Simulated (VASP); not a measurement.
C: single point with revPBE

The system is C.

```
C
1.0
     0.00000    1.79222    1.79222
     1.79222    0.00000    1.79222
     1.79222    1.79222    0.00000
C
2
Direct
  0.50000 0.50000 0.50000
  0.75000 0.75000 0.75000
```

| Quantity | Value |
| --- | --- |
| Program | VASP 6.6.1 |
| Task | single point |
| Functional | revPBE |
| Potentials or basis | VASP PAW PBE potentials, release 64 (C) |
| Cutoff | 520 eV |
| k mesh | 8 × 8 × 8 |
| Occupations | fermi-dirac, width 0.05 eV |
| Spin | no spin polarisation |
| Dipole correction | no |
| Further INCAR settings | ALGO = Normal; EDIFF = 1e-06; NBANDS = 11 |

The pressure is 0.5 GPa and the band gap on the k mesh is 4.09 eV, indirect (least direct gap 5.55 eV).

Levels at points of the mesh, in eV from the valence-band top:
| k point | band 1 | band 2 | band 3 | band 4 | band 5 | band 6 | band 7 | band 8 | band 9 |
| --- | --- | --- | --- | --- | --- | --- | --- | --- | --- |
| (0.00, 0.00, 0.00) | -21.34 | 0.00 | 0.00 | 0.00 | 5.55 | 5.55 | 5.55 | 12.95 | 19.19 |
| (0.50, 0.00, 0.00) | -15.66 | -13.23 | -2.77 | -2.77 | 8.41 | 8.41 | 8.60 | 15.64 | 21.80 |
| (0.50, 0.50, 0.00) | -12.71 | -12.71 | -6.22 | -6.22 | 4.72 | 4.72 | 16.65 | 16.65 | 23.07 |

Wall time 3.6 s on 1 thread of Intel Xeon 6455B, on a shared host, peak memory 0.11 GiB.

Caveat: the PAW data sets were made with another functional, which shifts forces and pressure a little. A k mesh can miss the band edges.
